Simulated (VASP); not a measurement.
# Te (Im-3m) in VASP: a series of runs

Runs on Te. Level: RPBE. Tasks: single point.

Everything below comes from runs of VASP 6.6.1. Logs are shortened: lines on timing, memory, paths and dates and some standing lists are left out, and cuts for length are marked.

**1. The cell of the first run**

Symmetry: Im-3m, No. 229, cubic system. The conventional cell has a = 3.882 Å, b = 3.882 Å, c = 3.882 Å, α = 90.00°, β = 90.00°, γ = 90.00°. Within 4.4 Å of Te (site symmetry m-3m) lie 14 Te at 3.36 to 3.88 Å.

This isn't the form of Te at room conditions, which is trigonal, of chains.

**2. Single point, RPBE**

INCAR

```
ALGO     = Normal         # electronic algorithm
EDIFF    = 1E-7           # SCF threshold, eV
ENCUT    = 520            # plane-wave cutoff, eV
GGA      = RP             # functional
ISIF     = 2              # what is computed and relaxed
ISMEAR   = -1             # smearing method
LASPH    = T              # aspherical terms in the spheres
LCHARG   = F              # write CHGCAR
LREAL    = F              # projectors in reciprocal space
LWAVE    = F              # write WAVECAR
NBANDS   = 9              # bands
NELM     = 80             # most SCF steps
PREC     = Accurate       # precision mode
SIGMA    = 0.1            # smearing width, eV
```

KPOINTS

```
k-points
0
Gamma
  11 11 11
```

POSCAR

```
Te
1.0
   -1.9411586585      1.9411586585      1.9411586585
    1.9411586585     -1.9411586585      1.9411586585
    1.9411586585      1.9411586585     -1.9411586585
Te
1
Direct
    0.0000000000      0.0000000000      0.0000000000
```

Potentials or basis: VASP PAW PBE potentials, release 64 (Te).

Started as:

```bash
> cat potpaw_PBE.64/Te/POTCAR > POTCAR
> mpirun -np 1 vasp_std > vasp.out
```

OUTCAR:

```text
EDIFF = 1E-7
   ENCUT = 520
   GGA = RP
   ISIF = 2
   ISMEAR = -1
   LASPH = T
   LREAL = F
   NELM = 80
   PREC = Accurate

 ion  position               nearest neighbor table
   1  0.000  0.000  0.000-

  LATTYP: Found a body centered cubic cell.
 ALAT       =     3.8823173170

  Lattice vectors:

 A1 = (  -1.9411586585,   1.9411586585,   1.9411586585)
 A2 = (   1.9411586585,  -1.9411586585,   1.9411586585)
 A3 = (   1.9411586585,   1.9411586585,  -1.9411586585)

Analysis of symmetry for initial positions (statically):
=====================================================================
 Subroutine PRICEL returns:
 Original cell was already a primitive cell.

 Routine SETGRP: Setting up the symmetry group for a
 body centered cubic supercell.

 Subroutine GETGRP returns: Found 48 space group operations
 (whereof 48 operations were pure point group operations)
 out of a pool of 48 trial point group operations.

The static configuration has the point symmetry O_h .

Analysis of symmetry for dynamics (positions and initial velocities):
=====================================================================
 Subroutine PRICEL returns:
 Original cell was already a primitive cell.

 Routine SETGRP: Setting up the symmetry group for a
 body centered cubic supercell.

 Subroutine GETGRP returns: Found 48 space group operations
 (whereof 48 operations were pure point group operations)
 out of a pool of 48 trial point group operations.

The dynamic configuration has the point symmetry O_h .

 Subroutine INISYM returns: Found 48 space group operations
 (whereof 48 operations are pure point group operations),
 and found     1 'primitive' translations

----------------------------------------------------------------------------------------

                                     Primitive cell

  volume of cell :      29.2579

  direct lattice vectors                    reciprocal lattice vectors
    -1.941158659  1.941158659  1.941158659     0.000000000  0.257578121  0.257578121
     1.941158659 -1.941158659  1.941158659     0.257578121  0.000000000  0.257578121
     1.941158659  1.941158659 -1.941158659     0.257578121  0.257578121  0.000000000

  length of vectors
     3.362185422  3.362185422  3.362185422     0.364270472  0.364270472  0.364270472

  position of ions in fractional coordinates (direct lattice)
     0.000000000  0.000000000  0.000000000

  ion indices of the primitive-cell ions
   primitive index   ion index
                 1           1

----------------------------------------------------------------------------------------

 KPOINTS: k-points

Automatic generation of k-mesh.
 Grid dimensions read from file:
 generate k-points for:   11   11   11

 Generating k-lattice:

  Cartesian coordinates                     Fractional coordinates (reciprocal lattice)
     0.000000000  0.023416193  0.023416193     0.090909091  0.000000000  0.000000000
     0.023416193  0.000000000  0.023416193     0.000000000  0.090909091  0.000000000
     0.023416193  0.023416193  0.000000000     0.000000000  0.000000000  0.090909091

  Length of vectors
     0.033115497  0.033115497  0.033115497

  Shift w.r.t. Gamma in fractional coordinates (k-lattice)
     0.000000000  0.000000000  0.000000000

 Subroutine IBZKPT returns following result:
 ===========================================

 Found     56 irreducible k-points:

 Following reciprocal coordinates:
            Coordinates               Weight
  0.000000  0.000000  0.000000      1.000000
  0.090909  0.000000  0.000000     12.000000
  0.181818  0.000000  0.000000     12.000000
  0.272727  0.000000  0.000000     12.000000
  0.363636  0.000000  0.000000     12.000000
  0.454545  0.000000  0.000000     12.000000
[... 16 lines left out ...]
  0.272727  0.181818  0.090909     48.000000
  0.363636  0.181818  0.090909     24.000000
 [... further k-points ...]
   k-points           NKPTS =     56   k-points in BZ     NKDIM =     56   number of bands    NBANDS=      9
   number of dos      NEDOS =    301   number of ions     NIONS =      1
   total plane-waves  NPLWV =  21952
   dimension x,y,z NGX =    28 NGY =   28 NGZ =   28
   dimension x,y,z NGXF=    56 NGYF=   56 NGZF=   56
   ions per type =               1
   NGX,Y,Z   is equivalent  to a cutoff of  13.84, 13.84, 13.84 a.u.
   NGXF,Y,Z  is equivalent  to a cutoff of  27.69, 27.69, 27.69 a.u.
 SYSTEM =  unknown system
   PREC   = accura    normal or accurate (medium, high low for compatibility)
   ISTART =      0    job   : 0-new  1-cont  2-samecut
   ICHARG =      2    charge: 1-file 2-atom 10-const
   ISPIN  =      1    spin polarized calculation?
   LNONCOLLINEAR =      F non collinear calculations
   LSORBIT =      F    spin-orbit coupling
   LASPH  =      T    aspherical Exc in radial PAW
   ENCUT  =  520.0 eV  38.22 Ry    6.18 a.u.   6.25  6.25  6.25*2*pi/ulx,y,z
   NELM   =     80;   NELMIN=  2; NELMDL= -5     # of ELM steps
   EDIFF  = 0.1E-06   stopping-criterion for ELM
   LREAL  =      F    real-space projection
   EDIFFG = 0.1E-05   stopping-criterion for IOM
   NSW    =      0    number of steps for IOM
   IBRION =     -1    ionic relax: 0-MD 1-quasi-New 2-CG
   NFREE  =      0    steps in history (QN), initial steepest desc. (CG)
   ISIF   =      2    stress and relaxation
   ISYM   =      2    0-nonsym 1-usesym 2-fastsym
   POTIM  = 0.5000    time-step for ionic-motion
   TEBEG  =    0.0;   TEEND  =   0.0 temperature during run
   PSTRESS=    0.0 pullay stress
   NELECT =       6.0000    total number of electrons
   NUPDOWN=      -1.0000    fix difference up-down
   EMIN   =  10.00;   EMAX   =-10.00  energy-range for DOS
   EFERMI =   0.00;   METHOD = LEGACY
   ISMEAR =    -1;   SIGMA  =   0.10  broadening in eV -4-tet -1-fermi 0-gaus
   EFERMI_NEDOS =   21; number of points for ismear=-14 and -15
   IALGO  =     38    algorithm
   IMIX   =      4    mixing-type and parameters
     AMIX     =   0.40;   BMIX     =  1.00
     AMIX_MAG =   1.60;   BMIX_MAG =  1.00
  volume/ion in A,a.u.               =      29.26       197.44
  Fermi-wavevector in a.u.,A,eV,Ry     =   0.965408  1.824357 12.680801  0.932013
  Thomas-Fermi vector in A             =   2.095122
   LORBIT       =      0    0 simple, 1 ext, 2 COOP (PROOUT), +10 PAW based schemes
   GGA     = RP    functional components
   LHFCALC =     F    Hartree Fock is set to
   AEXX    =    0.0000 exact exchange contribution
   IVDW    =     0    specifies the selected vdW correction
   LEPSILON=     F    determine dielectric tensor
   LRPA    =     F    only Hartree local field effects (RPA)
 non-spin polarized calculation
  energy-cutoff  :      520.00
  volume of cell :       29.26
 maximum number of plane-waves:       802
 NGX is ok and might be reduce to    28
   NGX = 13   NGY = 13   NGZ = 13

 number of electron       5.9999999 magnetization

 Free energy of the ion-electron system (eV)
  ---------------------------------------------------
  ext. energy  EPLUGINS =         0.00000000
  ---------------------------------------------------
  free energy    TOTEN  =        -2.43338372 eV

  energy without entropy =       -2.39997856  energy(sigma->0) =       -2.41668114

 E-fermi :   7.6281     XC(G=0):  -9.9005

 val. band max:        7.5701331388   @ k =  -0.3636   0.3636   0.0909
 cond. band min:       7.6321677366   @ k =   0.4545   0.0000   0.0000
 fundamental gap:      0.0620345978
 Fermi energy:         7.6281185966

 k-point     1 :       0.0000    0.0000    0.0000
  band No.  band energies     occupation
      1      -6.0754      2.00000
      2      10.4045      0.00000
      3      10.4045      0.00000
      4      10.4045      0.00000
      5      17.0926      0.00000
      6      17.3468      0.00000
      7      17.3468      0.00000
      8      17.3468      0.00000
      9      19.4689      0.00000

 k-point     2 :       0.0909    0.0000    0.0000
  band No.  band energies     occupation
      1      -5.9307      2.00000
      2       9.4215      0.00000
      3      10.0582      0.00000
      4      10.3353      0.00000
      5      16.5657      0.00000
      6      16.6611      0.00000
      7      17.9464      0.00000
      8      17.9803      0.00000
      9      18.6524      0.00000

 k-point     3 :       0.1818    0.0000    0.0000
  band No.  band energies     occupation
      1      -5.5047      2.00000
      2       7.3910      1.82917
      3       9.3019      0.00000
      4      10.1447      0.00000
      5      15.2180      0.00000
      6      15.6772      0.00000
      7      18.3531      0.00000
      8      18.6151      0.00000
      9      19.4591      0.00000

 k-point     4 :       0.2727    0.0000    0.0000
  band No.  band energies     occupation
      1      -4.8299      2.00000
      2       5.2161      2.00000
      3       8.5283      0.00025
      4       9.8895      0.00000
      5      14.1528      0.00000
      6      14.8831      0.00000
      7      18.5791      0.00000
      8      19.2548      0.00000
      9      21.4812      0.00000

 k-point     5 :       0.3636    0.0000    0.0000
  band No.  band energies     occupation
      1      -4.0013      2.00000
      2       3.2979      2.00000
      3       7.9422      0.08293
      4       9.6547      0.00000
      5      13.4544      0.00000
      6      14.3433      0.00000
      7      19.2590      0.00000
      8      20.1622      0.00000
      9      23.7745      0.00000

 k-point     6 :       0.4545    0.0000    0.0000
  band No.  band energies     occupation
      1      -3.3049      2.00000
      2       2.0359      2.00000
      3       7.6322      0.97976
      4       9.5166      0.00000
      5      13.1106      0.00000
      6      14.0717      0.00000
      7      20.1376      0.00000
      8      21.3176      0.00000
      9      22.6884      0.00000
[... 169 lines left out ...]
 k-point    21 :      -0.0909    0.0909    0.0909
  band No.  band energies     occupation
      1      -5.7866      2.00000
      2       9.1254      0.00000
      3       9.7027      0.00000
      4       9.7027      0.00000
      5      16.6194      0.00000
      6      17.0210      0.00000
      7      17.0210      0.00000
      8      17.5951      0.00000
      9      18.2033      0.00000

 k-point    22 :       0.1818    0.1818    0.0909
  band No.  band energies     occupation
      1      -3.8868      2.00000
      2       3.9236      2.00000
      3       6.5560      1.99996
      4       7.7475      0.46506
      5      16.1200      0.00000
      6      16.9971      0.00000
      7      19.5970      0.00000
      8      19.9346      0.00000
      9      21.2467      0.00000

 k-point    23 :       0.2727    0.1818    0.0909
  band No.  band energies     occupation
      1      -3.1960      2.00000
      2       3.0366      2.00000
      3       5.5128      2.00000
      4       7.3333      1.90033
      5      16.2165      0.00000
      6      17.5054      0.00000
      7      20.1796      0.00000
      8      21.3413      0.00000
      9      22.4481      0.00000

 k-point    24 :       0.3636    0.1818    0.0909
  band No.  band energies     occupation
      1      -2.8727      2.00000
      2       2.6332      2.00000
      3       5.1558      2.00000
      4       7.2002      1.97266
      5      16.2083      0.00000
      6      17.6423      0.00000
      7      20.9563      0.00000
      8      21.1389      0.00000
      9      23.3356      0.00000

 [... further k-points ...]

------------------------ aborting loop because EDIFF is reached ----------------------------------------

  FORCE on cell =-STRESS in cart. coord.  units (eV):
  Direction    XX          YY          ZZ          XY          YZ          ZX
  --------------------------------------------------------------------------------------
  -------------------------------------------------------------------------------------
  Total       -0.0216953     -0.0216953     -0.0216953     -0.0000000      0.0000000     -0.0000000
  in kB       -1.1880436     -1.1880436     -1.1880436     -0.0000000      0.0000000     -0.0000000
  external PRESSURE =      -1.1880436 kB  Pullay stress =       0.0000000 kB

 VOLUME and BASIS-vectors are now :
 -----------------------------------------------------------------------------
  energy-cutoff  :      520.00
  volume of cell :       29.26
      direct lattice vectors                 reciprocal lattice vectors
    -1.941158659  1.941158659  1.941158659     0.000000000  0.257578121  0.257578121
     1.941158659 -1.941158659  1.941158659     0.257578121  0.000000000  0.257578121
     1.941158659  1.941158659 -1.941158659     0.257578121  0.257578121  0.000000000

 POSITION                                       TOTAL-FORCE (eV/Angst)
 -----------------------------------------------------------------------------------
      0.00000      0.00000      0.00000         0.000000      0.000000      0.000000
 -----------------------------------------------------------------------------------
    total drift:                                0.000000      0.000000      0.000000

  FREE ENERGIE OF THE ION-ELECTRON SYSTEM (eV)
  ---------------------------------------------------
  free  energy   TOTEN  =        -2.4333837179 eV

  energy  without entropy=       -2.3999785645  energy(sigma->0) =       -2.41668114
```

It took 28 s on 1 thread of Intel Xeon 8259CL, shared host; peak memory 0.16 GiB.

What came out:

| Property | Result |
| --- | --- |
| Free energy | -2.4334 eV |
| Pressure | -0.1 GPa |
| Band gap on the k mesh | zero (bands 3 and 4 overlap by 5.62 eV) |

Caveat: the PAW data sets were made with another functional, which shifts forces and pressure a little; spin-orbit coupling is left out, which moves the levels of the heavy elements.

**3. Single point, RPBE (25.75 Å³/atom)**

This run uses another cell than the first one, of 25.75 Å³/atom.

INCAR

```
SYSTEM = Te
ALGO = Normal
EDIFF = 1E-6
ENCUT = 520
GGA = RP
ISIF = 2
ISMEAR = -1
LASPH = .TRUE.
LCHARG = .FALSE.
LREAL = .FALSE.
LWAVE = .FALSE.
NBANDS = 9
NELM = 80
PREC = Accurate
SIGMA = 0.1
```

KPOINTS

```
k-points
0
G
  13 13 13
  0 0 0
```

POSCAR

```
Te
1.0
   -1.8601812284      1.8601812284      1.8601812284
    1.8601812284     -1.8601812284      1.8601812284
    1.8601812284      1.8601812284     -1.8601812284
Te
1
Direct
    0.0000000000      0.0000000000      0.0000000000
```

Potentials or basis: VASP PAW PBE potentials, release 64 (Te).

Started as:

```bash
> cat potpaw_PBE.64/Te/POTCAR > POTCAR
> mpirun -np 1 vasp_std > vasp.out
```

OUTCAR:

```text
SYSTEM = Te
   EDIFF = 1E-6
   ENCUT = 520
   GGA = RP
   ISIF = 2
   ISMEAR = -1
   LASPH = .TRUE.
   LREAL = .FALSE.
   NELM = 80
   PREC = Accurate

 ion  position               nearest neighbor table
   1  0.000  0.000  0.000-

  LATTYP: Found a body centered cubic cell.
 ALAT       =     3.7203624568

  Lattice vectors:

 A1 = (  -1.8601812284,   1.8601812284,   1.8601812284)
 A2 = (   1.8601812284,  -1.8601812284,   1.8601812284)
[... 466 lines left out ...]
      9      23.3543      0.00000

 [... further k-points ...]

------------------------ aborting loop because EDIFF is reached ----------------------------------------

  FORCE on cell =-STRESS in cart. coord.  units (eV):
  Direction    XX          YY          ZZ          XY          YZ          ZX
  --------------------------------------------------------------------------------------
  -------------------------------------------------------------------------------------
  Total        1.3678680      1.3678680      1.3678680      0.0000000     -0.0000000      0.0000000
  in kB       85.1194877     85.1194877     85.1194877      0.0000000     -0.0000000      0.0000000
  external PRESSURE =      85.1194877 kB  Pullay stress =       0.0000000 kB

 VOLUME and BASIS-vectors are now :
 -----------------------------------------------------------------------------
  energy-cutoff  :      520.00
  volume of cell :       25.75
      direct lattice vectors                 reciprocal lattice vectors
    -1.860181228  1.860181228  1.860181228     0.000000000  0.268791015  0.268791015
     1.860181228 -1.860181228  1.860181228     0.268791015  0.000000000  0.268791015
     1.860181228  1.860181228 -1.860181228     0.268791015  0.268791015  0.000000000

 POSITION                                       TOTAL-FORCE (eV/Angst)
 -----------------------------------------------------------------------------------
      0.00000      0.00000      0.00000         0.000000      0.000000      0.000000
 -----------------------------------------------------------------------------------
    total drift:                                0.000000     -0.000000     -0.000000

  FREE ENERGIE OF THE ION-ELECTRON SYSTEM (eV)
  ---------------------------------------------------
  free  energy   TOTEN  =        -2.3714275996 eV

  energy  without entropy=       -2.3503371786  energy(sigma->0) =       -2.36088239
```

stdout:

```text
POSCAR found type information on POSCAR Te
 POSCAR found :  1 types and       1 ions
 scaLAPACK will be used
 -----------------------------------------------------------------------------
|                                                                             |
|                                                                             |
|     You enforced a specific xc type in the INCAR file but a different       |
|     I HOPE YOU KNOW WHAT YOU ARE DOING!                                     |
|                                                                             |
 -----------------------------------------------------------------------------

 LDA part: xc-table for (Slater+PW92), standard interpolation
 POSCAR, INCAR and KPOINTS ok, starting setup
 FFT: planning ... GRIDC
 FFT: planning ... GRID_SOFT
 FFT: planning ... GRID
 WAVECAR not read
 entering main loop
```

Run time: 17 s. Hardware: 1 thread of Intel Xeon 8259CL, shared host; peak memory 0.15 GiB.

What came out:

- Free energy: -2.3714 eV
- Pressure: 8.5 GPa
- Band gap on the k mesh: zero (bands 3 and 4 overlap by 6.99 eV)

Caveat: the cell stands under pressure; the PAW data sets were made with another functional, which shifts forces and pressure a little; spin-orbit coupling is left out, which moves the levels of the heavy elements.

**4. Single point, RPBE (26.92 Å³/atom)**

This run uses another cell than the first one, of 26.92 Å³/atom.

INCAR

```
PREC = Accurate
ENCUT = 520
EDIFF = 1E-6
ISMEAR = -1
SIGMA = 0.1
LREAL = F
LASPH = T
NELM = 100
ALGO = Normal
ISIF = 2
LWAVE = F
LCHARG = F
GGA = RP
NBANDS = 9
```

KPOINTS

```
regular mesh
0
Gamma
  13 13 13
```

POSCAR

```
Te
1.0
   -1.8879492212      1.8879492212      1.8879492212
    1.8879492212     -1.8879492212      1.8879492212
    1.8879492212      1.8879492212     -1.8879492212
Te
1
Direct
    0.0000000000      0.0000000000      0.0000000000
```

Started as:

```bash
> cat potpaw_PBE.64/Te/POTCAR > POTCAR
> mpirun -np 1 vasp_std > vasp.out
```

Wall time 19 s (1 thread of Intel Xeon 8259CL, shared host); peak memory 0.15 GiB.

The run converged. Its results:

| Quantity | Value |
| --- | --- |
| Free energy | -2.4199 eV |
| Pressure | 4.9 GPa |
| Band gap on the k mesh | zero (bands 3 and 4 overlap by 6.51 eV) |

Levels at points of the mesh, in eV from the Fermi level:
```
           k point  band 1  band 2  band 3  band 4  band 5  band 6  band 7
(0.00, 0.00, 0.00)  -14.33    3.28    3.28    3.28    9.95    9.95    9.95
```

Caveat: the cell stands under pressure; the PAW data sets were made with another functional, which shifts forces and pressure a little; spin-orbit coupling is left out, which moves the levels of the heavy elements.

**5. The runs side by side**

| cell | k mesh | gap on the mesh (eV) | pressure (GPa) |
| --- | --- | --- | --- |
| a = 3.362 Å, angles 109.5°, 1 atom | 11 × 11 × 11 | none | -0.1 |
| a = 3.222 Å, angles 109.5°, 1 atom | 13 × 13 × 13 | none | 8.5 |
| a = 3.270 Å, angles 109.5°, 1 atom | 13 × 13 × 13 | none | 4.9 |

Alike in all rows: task single point; level RPBE; potentials or basis VASP PAW PBE potentials, release 64 (Te); no spin polarisation; cutoff (eV) 520; smearing fermi-dirac 0.1 eV.

Caveats: the PAW data sets were made with another functional, which shifts forces and pressure a little; spin-orbit coupling is left out, which moves the levels of the heavy elements; the cell stands under pressure (at least some runs).

Absolute energies hang on the potentials; compare differences alone.
